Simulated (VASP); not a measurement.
# Si2C (P6/mmm) in VASP: notebook

Si2C is run at these levels: PBE; tasks: single point, relaxation of cell and atoms.

Program: VASP 6.6.1. These are calculated values, not measurements. Logs are shortened: lines on timing, memory, paths and dates and some standing lists are left out, and cuts for length are marked.

### 1 The cell of the first run

The structure is hexagonal, space group P6/mmm (No. 191). Conventional cell: a = 4.126 Å, b = 4.126 Å, c = 2.564 Å, α = 90.00°, β = 90.00°, γ = 120.00°. Within 3.1 Å of Si (site symmetry -6m2) lie 5 Si at 2.38 to 2.56 Å and 6 C at 2.70 Å. Within 3.4 Å of C (site symmetry 6/mmm) lie 2 C at 2.56 Å and 12 Si at 2.70 Å.

### 2 Single point, PBE

INCAR reads:

```
PREC = Accurate
ENCUT = 600
EDIFF = 1E-6
ISMEAR = -4
SIGMA = 0.1
LREAL = False
LASPH = True
NELM = 120
ALGO = Normal
ISIF = 2
LWAVE = False
LCHARG = False
GGA = PE
NBANDS = 13
GGA_COMPAT = False
```

KPOINTS reads:

```
regular mesh
0
Gamma
  12 12 16
```

POSCAR reads:

```
Si2C
1.0
    4.1255000672      0.0000000000      0.0000000000
   -2.0627500336      3.5727878615      0.0000000000
    0.0000000000      0.0000000000      2.5637874966
Si C
2 1
Direct
    0.3333333333      0.6666666667      0.5000000000
    0.6666666667      0.3333333333      0.5000000000
    0.0000000000      0.0000000000      0.0000000000
```

Potentials or basis: VASP PAW PBE potentials, release 64 (Si, C).

The run is started by

```console
$ cat potpaw_PBE.64/Si/POTCAR potpaw_PBE.64/C/POTCAR > POTCAR
$ mpirun -np 1 vasp_std > vasp.out
```

OUTCAR:

```text
PREC = Accurate
   ENCUT = 600
   EDIFF = 1E-6
   ISMEAR = -4
   LREAL = False
   LASPH = True
   NELM = 120
   ISIF = 2
   GGA = PE

 ion  position               nearest neighbor table
   1  0.333  0.667  0.500-   2 2.38   2 2.38   2 2.38
   2  0.667  0.333  0.500-   1 2.38   1 2.38   1 2.38
   3  0.000  0.000  0.000-

  LATTYP: Found a hexagonal cell.
 ALAT       =     4.1255000672
 C/A-ratio  =     0.6214489043

  Lattice vectors:

 A1 = (   4.1255000672,   0.0000000000,   0.0000000000)
 A2 = (  -2.0627500336,   3.5727878615,   0.0000000000)
 A3 = (   0.0000000000,   0.0000000000,   2.5637874966)

Analysis of symmetry for initial positions (statically):
=====================================================================
 Subroutine PRICEL returns:
 Original cell was already a primitive cell.

 Routine SETGRP: Setting up the symmetry group for a
 hexagonal supercell.

 Subroutine GETGRP returns: Found 24 space group operations
 (whereof 24 operations were pure point group operations)
 out of a pool of 24 trial point group operations.

The static configuration has the point symmetry D_6h.

Analysis of symmetry for dynamics (positions and initial velocities):
=====================================================================
 Subroutine PRICEL returns:
 Original cell was already a primitive cell.

 Routine SETGRP: Setting up the symmetry group for a
 hexagonal supercell.

 Subroutine GETGRP returns: Found 24 space group operations
 (whereof 24 operations were pure point group operations)
 out of a pool of 24 trial point group operations.

The dynamic configuration has the point symmetry D_6h.

 Subroutine INISYM returns: Found 24 space group operations
 (whereof 24 operations are pure point group operations),
 and found     1 'primitive' translations

----------------------------------------------------------------------------------------

                                     Primitive cell

  volume of cell :      37.7890

  direct lattice vectors                    reciprocal lattice vectors
     4.125500067  0.000000000  0.000000000     0.242394857  0.139946736  0.000000000
    -2.062750034  3.572787862  0.000000000     0.000000000  0.279893472  0.000000000
     0.000000000  0.000000000  2.563787497     0.000000000  0.000000000  0.390047928

  length of vectors
     4.125500067  4.125500067  2.563787497     0.279893472  0.279893472  0.390047928

  position of ions in fractional coordinates (direct lattice)
     0.333333333  0.666666667  0.500000000
     0.666666667  0.333333333  0.500000000
     0.000000000  0.000000000  0.000000000

  ion indices of the primitive-cell ions
   primitive index   ion index
                 1           1
                 2           2
                 3           3

----------------------------------------------------------------------------------------

 KPOINTS: regular mesh

Automatic generation of k-mesh.
 Grid dimensions read from file:
 generate k-points for:   12   12   16

 Generating k-lattice:

  Cartesian coordinates                     Fractional coordinates (reciprocal lattice)
     0.020199571  0.011662228  0.000000000     0.083333333  0.000000000  0.000000000
     0.000000000  0.023324456  0.000000000     0.000000000  0.083333333  0.000000000
     0.000000000  0.000000000  0.024377995     0.000000000  0.000000000  0.062500000

  Length of vectors
     0.023324456  0.023324456  0.024377995

  Shift w.r.t. Gamma in fractional coordinates (k-lattice)
     0.000000000  0.000000000  0.000000000

 TETIRR: Found   2344 inequivalent tetrahedra from    13824

 Subroutine IBZKPT returns following result:
 ===========================================

 Found    171 irreducible k-points:

 Following reciprocal coordinates:
            Coordinates               Weight
  0.000000  0.000000  0.000000      1.000000
  0.083333  0.000000  0.000000      6.000000
  0.166667 -0.000000  0.000000      6.000000
  0.250000  0.000000  0.000000      6.000000
  0.333333  0.000000  0.000000      6.000000
  0.416667  0.000000  0.000000      6.000000
[... 16 lines left out ...]
  0.250000  0.000000  0.062500     12.000000
  0.333333  0.000000  0.062500     12.000000
 [... further k-points ...]
   k-points           NKPTS =    171   k-points in BZ     NKDIM =    171   number of bands    NBANDS=     13
   number of dos      NEDOS =    301   number of ions     NIONS =      3
   total plane-waves  NPLWV =  25920
   dimension x,y,z NGX =    36 NGY =   36 NGZ =   20
   dimension x,y,z NGXF=    72 NGYF=   72 NGZF=   40
   ions per type =               2   1
   NGX,Y,Z   is equivalent  to a cutoff of  14.51, 14.51, 12.97 a.u.
   NGXF,Y,Z  is equivalent  to a cutoff of  29.01, 29.01, 25.94 a.u.
 SYSTEM =  unknown system
   PREC   = accura    normal or accurate (medium, high low for compatibility)
   ISTART =      0    job   : 0-new  1-cont  2-samecut
   ICHARG =      2    charge: 1-file 2-atom 10-const
   ISPIN  =      1    spin polarized calculation?
   LNONCOLLINEAR =      F non collinear calculations
   LSORBIT =      F    spin-orbit coupling
   LASPH  =      T    aspherical Exc in radial PAW
   ENCUT  =  600.0 eV  44.10 Ry    6.64 a.u.   8.24  8.24  5.12*2*pi/ulx,y,z
   NELM   =    120;   NELMIN=  2; NELMDL= -5     # of ELM steps
   EDIFF  = 0.1E-05   stopping-criterion for ELM
   LREAL  =      F    real-space projection
   EDIFFG = 0.1E-04   stopping-criterion for IOM
   NSW    =      0    number of steps for IOM
   IBRION =     -1    ionic relax: 0-MD 1-quasi-New 2-CG
   NFREE  =      0    steps in history (QN), initial steepest desc. (CG)
   ISIF   =      2    stress and relaxation
   ISYM   =      2    0-nonsym 1-usesym 2-fastsym
   POTIM  = 0.5000    time-step for ionic-motion
   TEBEG  =    0.0;   TEEND  =   0.0 temperature during run
   PSTRESS=    0.0 pullay stress
   NELECT =      12.0000    total number of electrons
   NUPDOWN=      -1.0000    fix difference up-down
   EMIN   =  10.00;   EMAX   =-10.00  energy-range for DOS
   EFERMI =   0.00;   METHOD = LEGACY
   ISMEAR =    -4;   SIGMA  =   0.10  broadening in eV -4-tet -1-fermi 0-gaus
   EFERMI_NEDOS =   21; number of points for ismear=-14 and -15
   IALGO  =     38    algorithm
   IMIX   =      4    mixing-type and parameters
     AMIX     =   0.40;   BMIX     =  1.00
     AMIX_MAG =   1.60;   BMIX_MAG =  1.00
  volume/ion in A,a.u.               =      12.60        85.00
  Fermi-wavevector in a.u.,A,eV,Ry     =   1.116897  2.110630 16.972722  1.247460
  Thomas-Fermi vector in A             =   2.253515
   LORBIT       =      0    0 simple, 1 ext, 2 COOP (PROOUT), +10 PAW based schemes
   GGA     = PE    functional components
   LHFCALC =     F    Hartree Fock is set to
   AEXX    =    0.0000 exact exchange contribution
   IVDW    =     0    specifies the selected vdW correction
   LEPSILON=     F    determine dielectric tensor
   LRPA    =     F    only Hartree local field effects (RPA)
 non-spin polarized calculation
 Fermi weights with tetrahedron method witout Bloechl corrections
  energy-cutoff  :      600.00
  volume of cell :       37.79
 maximum number of plane-waves:      1290
 NGX is ok and might be reduce to    36
   NGX = 17   NGY = 17   NGZ = 11

 number of electron      12.0000000 magnetization

 Free energy of the ion-electron system (eV)
  ---------------------------------------------------
  ext. energy  EPLUGINS =         0.00000000
  ---------------------------------------------------
  free energy    TOTEN  =       -14.31930049 eV

  energy without entropy =      -14.31930049  energy(sigma->0) =      -14.31930049

 E-fermi :   8.5681     XC(G=0): -11.2809

 val. band max:        8.7714820774   @ k =   0.3333   0.3333   0.2500
 cond. band min:       8.1026199638   @ k =   0.3333   0.3333   0.0000
 fundamental gap:     -0.6688621136
 Fermi energy:         8.5680842284

 k-point     1 :       0.0000    0.0000    0.0000
  band No.  band energies     occupation
      1      -6.0543      2.00000
      2       2.1200      2.00000
      3       4.8504      2.00000
      4       4.8504      2.00000
      5       5.0348      2.00000
      6       5.0348      2.00000
      7       5.1701      2.00000
      8      11.0953      0.00000
      9      15.9569      0.00000
     10      17.0213      0.00000
     11      17.0213      0.00000
     12      17.2026      0.00000
     13      22.4242      0.00000

 k-point     2 :       0.0833    0.0000    0.0000
  band No.  band energies     occupation
      1      -5.9798      2.00000
      2       1.7652      2.00000
      3       3.7139      2.00000
      4       4.1686      2.00000
      5       5.2690      2.00000
      6       5.8418      2.00000
      7       6.6437      2.00000
      8      11.1201      0.00000
      9      15.9039      0.00000
     10      16.9151      0.00000
     11      16.9561      0.00000
     12      17.1869      0.00000
     13      22.0553      0.00000

 k-point     3 :       0.1667   -0.0000    0.0000
  band No.  band energies     occupation
      1      -5.7568      2.00000
      2       0.8777      2.00000
      3       2.7631      2.00000
      4       3.5352      2.00000
      5       6.0356      2.00000
      6       6.8443      2.00000
      7       8.3476      1.14734
      8      11.1897      0.00000
      9      15.5568      0.00000
     10      16.7413      0.00000
     11      16.8377      0.00000
     12      17.1468      0.00000
     13      21.2922      0.00000
[... 305 lines left out ...]
 k-point    23 :       0.2500    0.0000    0.0625
  band No.  band energies     occupation
      1      -5.3065      2.00000
      2      -0.1664      2.00000
      3       2.2233      2.00000
      4       3.1148      2.00000
      5       7.0703      2.00000
      6       7.9925      1.58091
      7      10.0977      0.00091
      8      10.8084      0.00000
      9      14.7544      0.00000
     10      15.5169      0.00000
     11      16.2622      0.00000
     12      18.9451      0.00000
     13      19.5591      0.00000

 k-point    24 :       0.3333    0.0000    0.0625
  band No.  band energies     occupation
      1      -4.7952      2.00000
      2      -1.2865      2.00000
      3       1.8294      2.00000
      4       2.7582      2.00000
      5       8.1601      1.83738
      6       9.0930      0.08552
      7      10.9513      0.00000
      8      11.4870      0.00000
      9      14.0980      0.00000
     10      15.5005      0.00000
     11      15.6622      0.00000
     12      18.7426      0.00000
     13      19.2857      0.00000

 [... further k-points ...]
[... 5 lines left out ...]
  --------------------------------------------------------------------------------------
  -------------------------------------------------------------------------------------
  Total       -0.0358556     -0.0358556      0.4468804     -0.0000000      0.0000000     -0.0000000
  in kB       -1.5202032     -1.5202032     18.9468092     -0.0000000      0.0000000     -0.0000000
  external PRESSURE =       5.3021343 kB  Pullay stress =       0.0000000 kB

 VOLUME and BASIS-vectors are now :
 -----------------------------------------------------------------------------
  energy-cutoff  :      600.00
  volume of cell :       37.79
      direct lattice vectors                 reciprocal lattice vectors
     4.125500067  0.000000000  0.000000000     0.242394857  0.139946736  0.000000000
    -2.062750034  3.572787862  0.000000000     0.000000000  0.279893472  0.000000000
     0.000000000  0.000000000  2.563787497     0.000000000  0.000000000  0.390047928

 POSITION                                       TOTAL-FORCE (eV/Angst)
 -----------------------------------------------------------------------------------
     -0.00000      2.38186      1.28189         0.000000      0.000000     -0.000000
      2.06275      1.19093      1.28189         0.000000     -0.000000      0.000000
      0.00000      0.00000      0.00000        -0.000000      0.000000      0.000000
 -----------------------------------------------------------------------------------
    total drift:                               -0.000000      0.000000     -0.000000

  FREE ENERGIE OF THE ION-ELECTRON SYSTEM (eV)
  ---------------------------------------------------
  free  energy   TOTEN  =       -14.3193004931 eV

  energy  without entropy=      -14.3193004931  energy(sigma->0) =      -14.31930049
```

It took 27 s on 1 thread of Intel Xeon 6975P-C (Granite Rapids), shared host; peak memory 0.23 GiB.

What came out:

```yaml
Free_energy: -14.3193 eV
Pressure: 0.5 GPa
Band_gap_on_the_k_mesh: zero (band 6 reaches 10.49 eV, above the bottom of band 7 at 5.17 eV)
```

Stress tensor (GPa, compression positive):
```
-0.15  0.00  0.00
 0.00 -0.15  0.00
 0.00  0.00  1.89
```

### 3 Single point, PBE

INCAR reads:

```
PREC = Accurate
ENCUT = 520
EDIFF = 1E-6
ISMEAR = 0
SIGMA = 0.1
LREAL = F
LASPH = T
NELM = 100
ALGO = Normal
ISIF = 2
LWAVE = F
LCHARG = T
GGA = PE
LELF = T
LVHAR = T
NBANDS = 13
```

KPOINTS reads:

```
Automatic mesh
0
Gamma
  12 12 16
```

POSCAR is that of step 2.

Potentials or basis: VASP PAW PBE potentials, release 64 (Si, C).

The run is started by

```console
$ cat potpaw_PBE.64/Si/POTCAR potpaw_PBE.64/C/POTCAR > POTCAR
$ mpirun -np 1 vasp_std > vasp.out
```

Run time: 50 s. Hardware: 1 thread of Intel Xeon Platinum 8259CL at 2.50GHz (Skylake/Cascade Lake), shared host; peak memory 0.2 GiB.

Results (log left out):

- Free energy: -14.4621 eV
- Pressure: -0.1 GPa
- Band gap on the k mesh: zero (band 6 reaches 10.48 eV, above the bottom of band 7 at 5.17 eV)

Levels at points of the mesh, in eV from the Fermi level:
```csv
k point,band 2,band 3,band 4,band 5,band 6,band 7,band 8,band 9,band 10,band 11
"(0.00, 0.00, 0.00)",-6.41,-3.68,-3.68,-3.48,-3.48,-3.35,2.56,7.44,8.49,8.49
"(0.50, 0.00, 0.00)",-11.59,-7.07,-6.13,1.63,1.93,2.40,2.97,6.01,6.18,8.52
"(0.00, 0.00, 0.50)",-9.23,-2.56,-0.53,-0.53,-0.42,-0.18,-0.18,0.63,3.41,3.46
"(0.50, 0.00, 0.50)",-6.62,-6.41,-5.92,-2.08,-1.51,-1.45,-1.43,3.28,6.75,7.70
```

### 4 Relaxation of cell and atoms, PBE

This run uses another cell than the first one, of 12.67 Å³/atom, 1.006 times its volume.

INCAR reads:

```
PREC = Accurate ; ENCUT = 600
EDIFF = 1E-6 ; ISMEAR = 0
SIGMA = 0.1 ; LREAL = F
LASPH = T ; NELM = 80
ALGO = Normal ; ISIF = 3
LWAVE = F ; LCHARG = F
GGA = PE ; IBRION = 2
NSW = 100 ; EDIFFG = -0.01
```

KPOINTS reads:

```
regular mesh
0
Gamma
  12 12 16
```

POSCAR reads:

```
Si2C
1.0
    4.0020265474      0.0000000000      0.0000000000
   -2.0010132737      3.4658566567      0.0000000000
    0.0000000000      0.0000000000      2.7394168712
Si C
2 1
Direct
    0.3333333333      0.6666666667      0.5000000000
    0.6666666667      0.3333333333      0.5000000000
    0.0000000000      0.0000000000      0.0000000000
```

Potentials or basis: VASP PAW PBE potentials, release 64 (Si, C).

The run is started by

```console
$ cat potpaw_PBE.64/Si/POTCAR potpaw_PBE.64/C/POTCAR > POTCAR
$ mpirun -np 1 vasp_std > vasp.out
```

OUTCAR:

```text
PREC = Accurate
   ENCUT = 600
   EDIFF = 1E-6
   ISMEAR = 0
   LREAL = F
   LASPH = T
   NELM = 80
   ISIF = 3
   GGA = PE
   IBRION = 2
   NSW = 100
   EDIFFG = -0.01

 ion  position               nearest neighbor table
   1  0.333  0.667  0.500-   2 2.31   2 2.31   2 2.31
   2  0.667  0.333  0.500-   1 2.31   1 2.31   1 2.31
   3  0.000  0.000  0.000-

  LATTYP: Found a hexagonal cell.
 ALAT       =     4.0020265474
 C/A-ratio  =     0.6845074211

  Lattice vectors:

 A1 = (   4.0020265474,   0.0000000000,   0.0000000000)
 A2 = (  -2.0010132737,   3.4658566567,   0.0000000000)
 A3 = (   0.0000000000,   0.0000000000,   2.7394168712)

Analysis of symmetry for initial positions (statically):
[... 444 lines left out ...]
  energy without entropy =      -14.45609212  energy(sigma->0) =      -14.45918609

 E-fermi :   8.5274     XC(G=0): -11.2843

 val. band max:        8.5261311930   @ k =   0.0000   0.0000   0.4375
 cond. band min:       8.5404655928   @ k =   0.1667   0.0000   0.3750
 fundamental gap:      0.0143343998
 Fermi energy:         8.5273915692

 k-point     1 :       0.0000    0.0000    0.0000
  band No.  band energies     occupation
      1      -6.0571      2.00000
      2       2.1067      2.00000
      3       4.8388      2.00000
      4       4.8388      2.00000
      5       5.0378      2.00000
      6       5.0378      2.00000
      7       5.1688      2.00000
      8      11.0965      0.00000
      9      15.9787      0.00000
     10      17.2273      0.00000
[... 287 lines left out ...]
 k-point    24 :       0.3333   -0.0000    0.0625
  band No.  band energies     occupation
      1      -4.7991      2.00000
      2      -1.2913      2.00000
      3       1.8258      2.00000
      4       2.7548      2.00000
      5       8.1493      2.00000
      6       9.0856      0.00000
      7      10.9496      0.00000
      8      11.4818      0.00000
      9      14.0981      0.00000
     10      15.5177      0.00000

 [... further k-points ...]
[... 5 lines left out ...]
  --------------------------------------------------------------------------------------
  -------------------------------------------------------------------------------------
  Total       -0.0156597     -0.0156597      0.0160696     -0.0000000      0.0000000     -0.0000000
  in kB       -0.6642426     -0.6642426      0.6816304     -0.0000000      0.0000000     -0.0000000
  external PRESSURE =      -0.2156183 kB  Pullay stress =       0.0000000 kB
[... 18 lines left out ...]
  FREE ENERGIE OF THE ION-ELECTRON SYSTEM (eV)
  ---------------------------------------------------
  free  energy   TOTEN  =       -14.4622800544 eV

  energy  without entropy=      -14.4560921190  energy(sigma->0) =      -14.45918609

 reached required accuracy - stopping structural energy minimisation
```

Wall time 3.9 min (1 thread of Intel Xeon Platinum 8259CL at 2.50GHz (Skylake/Cascade Lake), shared host); peak memory 0.22 GiB.

What came out:

```yaml
Free_energy: -14.4623 eV
Relaxed_volume: 12.59 Å³/atom
Relaxed_cell: a = 4.126 Å, b = 4.126 Å, c = 2.562 Å, α = 90.00°, β = 90.00°, γ = 120.00°
Space_group_after_relaxing_to_0.05_Å: P6/mmm (No. 191)
Energy_gained_by_relaxing: 15.1 meV/atom
Ionic_steps: 8
Pressure_after_relaxing: 0.0 GPa
Band_gap_on_the_k_mesh: zero (band 6 reaches 10.48 eV, above the bottom of band 7 at 5.17 eV)
```

The path:
| step | energy change (eV) | largest force (eV/Å) | pressure (GPa) | volume (Å³) |
| --- | --- | --- | --- | --- |
| 1 | 0.0000 | 0.0000 | 0.81 | 38.00 |
| 2 | -0.0186 | 0.0000 | -0.76 | 38.34 |
| 3 | -0.0275 | 0.0000 | -1.88 | 38.65 |
| 4 | -0.0260 | 0.0000 | -4.07 | 39.23 |
| 5 | -0.0302 | 0.0000 | -2.80 | 38.87 |
| 6 | -0.0435 | 0.0000 | -1.06 | 38.15 |
| 7 | -0.0450 | 0.0000 | -0.37 | 37.89 |
| 8 | -0.0452 | 0.0000 | -0.02 | 37.77 |

Final structure:
```yaml
crystal:
  lattice:
    - [4.12605, 0.00000, 0.00000]
    - [-2.06302, 3.57326, 0.00000]
    - [0.00000, 0.00000, 2.56194]
  atoms:
    - { symbol: Si, position: [0.33333, 0.66667, 0.50000] }
    - { symbol: Si, position: [0.66667, 0.33333, 0.50000] }
    - { symbol: C, position: [0.00000, 0.00000, 0.00000] }
```

Levels at points of the mesh, in eV from the Fermi level:
```
           k point  band 3  band 4  band 5  band 6  band 7  band 8  band 9  band 10
(0.00, 0.00, 0.00)   -3.69   -3.69   -3.49   -3.49   -3.36    2.57    7.45     8.70
(0.50, 0.00, 0.00)   -7.08   -6.14    1.62    1.93    2.40    2.97    6.00     6.18
(0.00, 0.00, 0.50)   -2.56   -0.53   -0.53   -0.42   -0.18   -0.18    0.62     3.41
(0.50, 0.00, 0.50)   -6.40   -5.92   -2.08   -1.51   -1.45   -1.42    3.27     6.75
```

### 5 Overview

```tsv
task	cell	cutoff (eV)	smearing	gap on the mesh (eV)	pressure (GPa)
single point	a = 4.126, b = 4.126, c = 2.564 Å, angles 90.0, 90.0, 120.0°, 3 atoms	600	tetrahedron	none	0.5
single point	a = 4.126, b = 4.126, c = 2.564 Å, angles 90.0, 90.0, 120.0°, 3 atoms	520	gaussian 0.1 eV	none	-0.1
relaxation of cell and atoms	relaxed from a = 4.002, b = 4.002, c = 2.739 Å, angles 90.0, 90.0, 120.0°, 3 atoms	600	gaussian 0.1 eV	none	0.0
```

Alike in all rows: level PBE; potentials or basis VASP PAW PBE potentials, release 64 (Si, C); no spin polarisation; k mesh 12 × 12 × 16.

Total energies depend on the potentials used, so only differences within one code and one set of settings carry meaning.
